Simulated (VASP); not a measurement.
# SnSe2 in VASP: further runs

The runs below take SnSe2 through single point, with PBEsol, r2SCAN.

Everything below comes from runs of VASP 6.6.1. Logs are shortened: lines on timing, memory, paths and dates and some standing lists are left out, and cuts for length are marked.

### Step 1. The cell of the first run

The cell holds a slab with vacuum, 3 atoms: a = 3.801 Å, b = 3.801 Å, c = 18.000 Å, α = 90.00°, β = 90.00°, γ = 120.00°.

### Step 2. Single point, PBEsol

Contents of INCAR:

```
ALGO = Normal
EDIFF = 1E-6
ENCUT = 500
GGA = PS
GGA_COMPAT = False
ISIF = 2
ISMEAR = -1
LASPH = True
LCHARG = True
LELF = True
LREAL = False
LVHAR = True
LWAVE = False
NBANDS = 20
NELM = 120
PREC = Accurate
SIGMA = 0.05
```

Contents of KPOINTS:

```
k-points
0
Gamma
  9 9 1
```

Contents of POSCAR:

```
SnSe2
1.0
    3.8014940000      0.0000000000      0.0000000000
   -1.9007470000      3.2921900000      0.0000000000
    0.0000000000      0.0000000000     18.0000000000
Sn Se
1 2
Direct
    0.0000000000      0.0000000000      0.5000000000
    0.3333330000      0.6666670000      0.5881690000
    0.6666670000      0.3333330000      0.4118310000
```

Potentials or basis: VASP PAW PBE potentials, release 64 (Sn_d, Se).

Command:

```bash
cat potpaw_PBE.64/Sn_d/POTCAR potpaw_PBE.64/Se/POTCAR > POTCAR
mpirun -np 1 vasp_std > vasp.out
```

OUTCAR:

```text
EDIFF = 1E-6
   ENCUT = 500
   GGA = PS
   ISIF = 2
   ISMEAR = -1
   LASPH = True
   LREAL = False
   NELM = 120
   PREC = Accurate

 ion  position               nearest neighbor table
   1  0.000  0.000  0.500-   2 2.71   3 2.71   2 2.71   3 2.71   3 2.71   2 2.71
   2  0.333  0.667  0.588-   1 2.71   1 2.71   1 2.71
   3  0.667  0.333  0.412-   1 2.71   1 2.71   1 2.71

  LATTYP: Found a hexagonal cell.
 ALAT       =     3.8014940000
 C/A-ratio  =     4.7349805103

  Lattice vectors:

 A1 = (   3.8014940000,   0.0000000000,   0.0000000000)
 A2 = (  -1.9007470000,   3.2921900000,   0.0000000000)
 A3 = (   0.0000000000,   0.0000000000,  18.0000000000)

Analysis of symmetry for initial positions (statically):
=====================================================================
 Subroutine PRICEL returns:
 Original cell was already a primitive cell.

 Routine SETGRP: Setting up the symmetry group for a
 hexagonal supercell.

 Subroutine GETGRP returns: Found 12 space group operations
 (whereof 12 operations were pure point group operations)
 out of a pool of 24 trial point group operations.

The static configuration has the point symmetry D_3d.

Analysis of symmetry for dynamics (positions and initial velocities):
=====================================================================
 Subroutine PRICEL returns:
 Original cell was already a primitive cell.

 Routine SETGRP: Setting up the symmetry group for a
 hexagonal supercell.

 Subroutine GETGRP returns: Found 12 space group operations
 (whereof 12 operations were pure point group operations)
 out of a pool of 24 trial point group operations.

The dynamic configuration has the point symmetry D_3d.

 Subroutine INISYM returns: Found 12 space group operations
 (whereof 12 operations are pure point group operations),
 and found     1 'primitive' translations

----------------------------------------------------------------------------------------

                                     Primitive cell

  volume of cell :     225.2743

  direct lattice vectors                    reciprocal lattice vectors
     3.801494000  0.000000000  0.000000000     0.263054473  0.151874588  0.000000000
    -1.900747000  3.292190000  0.000000000     0.000000000  0.303749176  0.000000000
     0.000000000  0.000000000 18.000000000     0.000000000  0.000000000  0.055555556

  length of vectors
     3.801494000  3.801493674 18.000000000     0.303749150  0.303749176  0.055555556

  position of ions in fractional coordinates (direct lattice)
     0.000000000  0.000000000  0.500000000
     0.333333000  0.666667000  0.588169000
     0.666667000  0.333333000  0.411831000

  ion indices of the primitive-cell ions
   primitive index   ion index
                 1           1
                 2           2
                 3           3

----------------------------------------------------------------------------------------

 KPOINTS: k-points

Automatic generation of k-mesh.
 Grid dimensions read from file:
 generate k-points for:    9    9    1

 Generating k-lattice:

  Cartesian coordinates                     Fractional coordinates (reciprocal lattice)
     0.029228275  0.016874954  0.000000000     0.111111111 -0.000000000  0.000000000
     0.000000000  0.033749908  0.000000000     0.000000000  0.111111111  0.000000000
     0.000000000  0.000000000  0.055555556     0.000000000  0.000000000  1.000000000

  Length of vectors
     0.033749906  0.033749908  0.055555556

  Shift w.r.t. Gamma in fractional coordinates (k-lattice)
     0.000000000  0.000000000  0.000000000

 Subroutine IBZKPT returns following result:
 ===========================================

 Found     12 irreducible k-points:

 Following reciprocal coordinates:
            Coordinates               Weight
  0.000000  0.000000  0.000000      1.000000
  0.111111 -0.000000  0.000000      6.000000
  0.222222 -0.000000  0.000000      6.000000
  0.333333 -0.000000  0.000000      6.000000
  0.444444 -0.000000  0.000000      6.000000
  0.111111  0.111111  0.000000      6.000000
  0.222222  0.111111  0.000000     12.000000
  0.333333  0.111111  0.000000     12.000000
  0.444444  0.111111  0.000000      6.000000
  0.222222  0.222222  0.000000      6.000000
  0.333333  0.222222  0.000000     12.000000
  0.333333  0.333333  0.000000      2.000000
   k-points           NKPTS =     12   k-points in BZ     NKDIM =     12   number of bands    NBANDS=     20
   number of dos      NEDOS =    301   number of ions     NIONS =      3
   total plane-waves  NPLWV = 109760
   dimension x,y,z NGX =    28 NGY =   28 NGZ =  140
   dimension x,y,z NGXF=    56 NGYF=   56 NGZF=  280
   ions per type =               1   2
   NGX,Y,Z   is equivalent  to a cutoff of  12.24, 12.24, 12.93 a.u.
   NGXF,Y,Z  is equivalent  to a cutoff of  24.49, 24.49, 25.86 a.u.
 SYSTEM =  unknown system
   PREC   = accura    normal or accurate (medium, high low for compatibility)
   ISTART =      0    job   : 0-new  1-cont  2-samecut
   ICHARG =      2    charge: 1-file 2-atom 10-const
   ISPIN  =      1    spin polarized calculation?
   LNONCOLLINEAR =      F non collinear calculations
   LSORBIT =      F    spin-orbit coupling
   LASPH  =      T    aspherical Exc in radial PAW
   ENCUT  =  500.0 eV  36.75 Ry    6.06 a.u.   6.93  6.93 32.82*2*pi/ulx,y,z
   NELM   =    120;   NELMIN=  2; NELMDL= -5     # of ELM steps
   EDIFF  = 0.1E-05   stopping-criterion for ELM
   LREAL  =      F    real-space projection
   EDIFFG = 0.1E-04   stopping-criterion for IOM
   NSW    =      0    number of steps for IOM
   IBRION =     -1    ionic relax: 0-MD 1-quasi-New 2-CG
   NFREE  =      0    steps in history (QN), initial steepest desc. (CG)
   ISIF   =      2    stress and relaxation
   ISYM   =      2    0-nonsym 1-usesym 2-fastsym
   POTIM  = 0.5000    time-step for ionic-motion
   TEBEG  =    0.0;   TEEND  =   0.0 temperature during run
   PSTRESS=    0.0 pullay stress
   NELECT =      26.0000    total number of electrons
   NUPDOWN=      -1.0000    fix difference up-down
   EMIN   =  10.00;   EMAX   =-10.00  energy-range for DOS
   EFERMI =   0.00;   METHOD = LEGACY
   ISMEAR =    -1;   SIGMA  =   0.05  broadening in eV -4-tet -1-fermi 0-gaus
   EFERMI_NEDOS =   21; number of points for ismear=-14 and -15
   IALGO  =     38    algorithm
   IMIX   =      4    mixing-type and parameters
     AMIX     =   0.40;   BMIX     =  1.00
     AMIX_MAG =   1.60;   BMIX_MAG =  1.00
  volume/ion in A,a.u.               =      75.09       506.74
  Fermi-wavevector in a.u.,A,eV,Ry     =   0.797068  1.506240  8.644018  0.635317
  Thomas-Fermi vector in A             =   1.903713
   LORBIT       =      0    0 simple, 1 ext, 2 COOP (PROOUT), +10 PAW based schemes
   GGA     = PS    functional components
   LHFCALC =     F    Hartree Fock is set to
   AEXX    =    0.0000 exact exchange contribution
   IVDW    =     0    specifies the selected vdW correction
   LEPSILON=     F    determine dielectric tensor
   LRPA    =     F    only Hartree local field effects (RPA)
 non-spin polarized calculation
  energy-cutoff  :      500.00
  volume of cell :      225.27
 maximum number of plane-waves:      5742
 NGX is ok and might be reduce to    28
   NGX = 13   NGY = 13   NGZ = 65

 number of electron      26.0000000 magnetization

 Free energy of the ion-electron system (eV)
  ---------------------------------------------------
  ext. energy  EPLUGINS =         0.00000000
  ---------------------------------------------------
  free energy    TOTEN  =       -12.92505593 eV

  energy without entropy =      -12.92500178  energy(sigma->0) =      -12.92502886

 E-fermi :  -2.1526     XC(G=0):  -3.8358

 val. band max:       -2.5571420168   @ k =   0.1111  -0.0000   0.0000
 cond. band min:      -1.7613681749   @ k =   0.4444  -0.0000   0.0000
 fundamental gap:      0.7957738420
 Fermi energy:        -2.1526288052

 k-point     1 :       0.0000    0.0000    0.0000
  band No.  band energies     occupation
      1     -23.6387      2.00000
      2     -23.6387      2.00000
      3     -23.5974      2.00000
      4     -23.5857      2.00000
      5     -23.5857      2.00000
      6     -16.2336      2.00000
[... 12 lines left out ...]
     19       3.2154      0.00000
     20       4.1308      0.00000

 k-point     2 :       0.1111   -0.0000    0.0000
  band No.  band energies     occupation
      1     -23.6439      2.00000
      2     -23.6338      2.00000
      3     -23.5940      2.00000
      4     -23.5890      2.00000
      5     -23.5854      2.00000
      6     -16.1117      2.00000
[... 12 lines left out ...]
     19       3.3377      0.00000
     20       4.3879      0.00000

 k-point     3 :       0.2222   -0.0000    0.0000
  band No.  band energies     occupation
      1     -23.6589      2.00000
      2     -23.6231      2.00000
      3     -23.5982      2.00000
      4     -23.5828      2.00000
      5     -23.5826      2.00000
      6     -15.7620      2.00000
[... 12 lines left out ...]
     19       3.9878      0.00000
     20       4.3823      0.00000

 k-point     4 :       0.3333   -0.0000    0.0000
  band No.  band energies     occupation
      1     -23.6779      2.00000
      2     -23.6159      2.00000
      3     -23.6061      2.00000
      4     -23.5748      2.00000
      5     -23.5703      2.00000
      6     -15.2485      2.00000
[... 12 lines left out ...]
     19       4.3938      0.00000
     20       4.9237      0.00000

 k-point     5 :       0.4444   -0.0000    0.0000
  band No.  band energies     occupation
      1     -23.6908      2.00000
      2     -23.6139      2.00000
      3     -23.6108      2.00000
      4     -23.5667      2.00000
      5     -23.5622      2.00000
      6     -14.7494      2.00000
[... 12 lines left out ...]
     19       5.4245      0.00000
     20       5.9436      0.00000

 k-point     6 :       0.1111    0.1111    0.0000
  band No.  band energies     occupation
      1     -23.6523      2.00000
      2     -23.6281      2.00000
      3     -23.5941      2.00000
      4     -23.5892      2.00000
      5     -23.5820      2.00000
      6     -15.8754      2.00000
[... 12 lines left out ...]
     19       3.7167      0.00000
     20       4.6245      0.00000

 k-point     7 :       0.2222    0.1111    0.0000
  band No.  band energies     occupation
      1     -23.6667      2.00000
      2     -23.6224      2.00000
      3     -23.6005      2.00000
      4     -23.5843      2.00000
      5     -23.5714      2.00000
      6     -15.4394      2.00000
[... 12 lines left out ...]
     19       4.3384      0.00000
     20       4.6637      0.00000

 k-point     8 :       0.3333    0.1111    0.0000
  band No.  band energies     occupation
      1     -23.6808      2.00000
      2     -23.6200      2.00000
      3     -23.6058      2.00000
      4     -23.5750      2.00000
      5     -23.5632      2.00000
      6     -14.9108      2.00000
[... 12 lines left out ...]
     19       5.0043      0.00000
     20       5.5578      0.00000

 k-point     9 :       0.4444    0.1111    0.0000
  band No.  band energies     occupation
      1     -23.6865      2.00000
      2     -23.6198      2.00000
      3     -23.6079      2.00000
      4     -23.5687      2.00000
      5     -23.5616      2.00000
      6     -14.5889      2.00000
[... 12 lines left out ...]
     19       6.1331      0.00000
     20       6.2177      0.00000

 k-point    10 :       0.2222    0.2222    0.0000
  band No.  band energies     occupation
      1     -23.6705      2.00000
      2     -23.6282      2.00000
      3     -23.5992      2.00000
      4     -23.5839      2.00000
      5     -23.5632      2.00000
      6     -14.9747      2.00000
[... 12 lines left out ...]
     19       4.7529      0.00000
     20       5.1142      0.00000

 k-point    11 :       0.3333    0.2222    0.0000
  band No.  band energies     occupation
      1     -23.6714      2.00000
      2     -23.6343      2.00000
      3     -23.5982      2.00000
      4     -23.5785      2.00000
      5     -23.5625      2.00000
      6     -14.5297      2.00000
[... 12 lines left out ...]
     19       5.7899      0.00000
     20       6.0411      0.00000

 k-point    12 :       0.3333    0.3333    0.0000
  band No.  band energies     occupation
      1     -23.6537      2.00000
      2     -23.6536      2.00000
      3     -23.5868      2.00000
      4     -23.5868      2.00000
      5     -23.5643      2.00000
      6     -14.2527      2.00000
[... 12 lines left out ...]
     19       6.1391      0.00000
     20       6.1392      0.00000

------------------------ aborting loop because EDIFF is reached ----------------------------------------

  FORCE on cell =-STRESS in cart. coord.  units (eV):
  Direction    XX          YY          ZZ          XY          YZ          ZX
  --------------------------------------------------------------------------------------
  -------------------------------------------------------------------------------------
  Total        0.0591405      0.0591405      0.0502142      0.0000000      0.0000000      0.0000000
  in kB        0.4206144      0.4206143      0.3571292      0.0000000      0.0000000      0.0000000
  external PRESSURE =       0.3994526 kB  Pullay stress =       0.0000000 kB

 VOLUME and BASIS-vectors are now :
 -----------------------------------------------------------------------------
  energy-cutoff  :      500.00
  volume of cell :      225.27
      direct lattice vectors                 reciprocal lattice vectors
     3.801494000  0.000000000  0.000000000     0.263054473  0.151874588  0.000000000
    -1.900747000  3.292190000  0.000000000     0.000000000  0.303749176  0.000000000
     0.000000000  0.000000000 18.000000000     0.000000000  0.000000000  0.055555556

 POSITION                                       TOTAL-FORCE (eV/Angst)
 -----------------------------------------------------------------------------------
      0.00000      0.00000      9.00000         0.000000      0.000000      0.000000
     -0.00000      2.19479     10.58704        -0.000000     -0.000000      0.020277
      1.90075      1.09740      7.41296         0.000000      0.000000     -0.020277
 -----------------------------------------------------------------------------------
    total drift:                                0.000000     -0.000000      0.000000

  FREE ENERGIE OF THE ION-ELECTRON SYSTEM (eV)
  ---------------------------------------------------
  free  energy   TOTEN  =       -12.9250559320 eV

  energy  without entropy=      -12.9250017821  energy(sigma->0) =      -12.92502886
```

Wall time 38 s (1 thread of AMD EPYC 9R45 (Zen 5), shared host); peak memory 0.29 GiB.

Results:

```yaml
Free_energy: -12.9251 eV
Largest_force: 0.020 eV/Å
Band_gap_on_the_k_mesh: 0.80 eV, indirect (least direct gap 1.14 eV)
```

Forces in eV/Å, atoms in the order of the input:
```
Sn   0.000  0.000  0.000
Se   0.000  0.000  0.020
Se   0.000  0.000 -0.020
```

Levels at points of the mesh, in eV from the valence-band top:
| k point | band 11 | band 12 | band 13 | band 14 | band 15 | band 16 |
| --- | --- | --- | --- | --- | --- | --- |
| (0.00, 0.00, 0.00) | -0.49 | -0.08 | -0.08 | 1.62 | 3.03 | 4.60 |

Caveat: the PAW data sets were made with another functional, which shifts forces and pressure a little; spin-orbit coupling is left out, which moves the levels of the heavy elements.

(Continued in part 2 of 2.)
